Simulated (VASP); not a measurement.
Crystal: ZnGeP2.

```
Zn Ge P
1.0
    -2.73000    2.73000    5.38000
     2.73000   -2.73000    5.38000
     2.73000    2.73000   -5.38000
Zn Ge P
2 2 4
Direct
  0.00000 0.00000 0.00000
  0.75000 0.25000 0.50000
  0.50000 0.50000 0.00000
  0.25000 0.75000 0.50000
  0.37500 0.38900 0.51400
  0.61100 0.12500 0.98600
  0.87500 0.86100 0.48600
  0.13900 0.62500 0.01400
```

| Property | Result |
| --- | --- |
| Program | VASP 6.6.1 |
| Task | relaxation of cell and atoms |
| Functional | PBEsol |
| Potentials or basis | VASP PAW PBE potentials, release 64 (Zn, Ge_d, P) |
| Cutoff | 600 eV |
| k mesh | 8 × 8 × 8 |
| Occupations | gaussian, width 0.03 eV |
| Spin | no spin polarisation |

At the start: pressure -0.8 GPa; volume 20.05 Å³/atom.

Problem. Where does the relaxation end?

Solution. Over 10 steps the energy falls by 12.4 meV/atom and the volume is 19.71 Å³/atom (-1.7 %); space group I-42d (No. 122, to 0.1 Å) before and after.

The path:
```csv
step,energy change (eV),largest force (eV/Å),pressure (GPa),volume (Å³)
1,0.0000,0.7029,-0.81,160.39
2,-0.0776,0.3488,0.00,158.04
3,-0.0941,0.0555,0.78,156.22
4,-0.0943,0.0806,0.75,156.37
5,-0.0974,0.0396,-0.36,158.46
6,-0.0985,0.0003,-0.04,157.75
7,-0.0985,0.0018,0.02,157.72
8,-0.0988,0.0059,-0.01,157.72
9,-0.0990,0.0110,0.00,157.72
10,-0.0990,0.0034,0.01,157.71
```

Final structure:
```
CELL_PARAMETERS angstrom
-2.71351 2.71351 5.35483
2.71351 -2.71351 5.35483
2.71351 2.71351 -5.35483
ATOMIC_POSITIONS crystal
Zn 0.00000 0.00000 0.00000
Zn 0.75000 0.25000 0.50000
Ge 0.50000 0.50000 0.00000
Ge 0.25000 0.75000 0.50000
P 0.37500 0.37720 0.50220
P 0.62280 0.12500 0.99780
P 0.87500 0.87280 0.49780
P 0.12720 0.62500 0.00220
```

Caveat: the PAW data sets were made with another functional, which shifts forces and pressure a little.
